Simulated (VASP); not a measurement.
A run of VASP 6.6.1:

File INCAR:

```
SYSTEM = TiCo
  PREC = Accurate
  ENCUT = 520
  EDIFF = 1E-6
  ISMEAR = 0
  SIGMA = 0.1
  LREAL = .FALSE.
  LASPH = .TRUE.
  NELM = 150
  ALGO = Fast
  ISIF = 2
  LWAVE = .FALSE.
  LCHARG = .FALSE.
  ISPIN = 2
  MAGMOM = 0 0.6
  LORBIT = 11
  LMAXMIX = 4
  GGA = RE
  NBANDS = 22
```

KPOINTS

```
Automatic mesh
0
G
  6 6 6
  0 0 0
```

The input POSCAR:

```
TiCo
1.0
    2.9861109900      0.0000000000      0.0000000000
    0.0000000000      2.9861109900      0.0000000000
    0.0000000000      0.0000000000      2.9861109900
Ti Co
1 1
Direct
    0.0000000000      0.0000000000      0.0000000000
    0.5000000000      0.5000000000      0.5000000000
```

Potentials or basis: VASP PAW PBE potentials, release 64 (Ti_sv, Co).

The run is started by

```sh
$ cat potpaw_PBE.64/Ti_sv/POTCAR potpaw_PBE.64/Co/POTCAR > POTCAR
$ mpirun -np 1 vasp_std > vasp.out
```

Hardware: 1 thread of Intel(R) Xeon(R) 6975P-C (Granite Rapids) (shared host).

**Question.** Estimate the wall time of this run.

**Answer.** Run time: 18 s on 1 thread of Intel(R) Xeon(R) 6975P-C (Granite Rapids) (shared host), peak memory 0.15 GiB. Counts: scf iterations 19, k points 20.
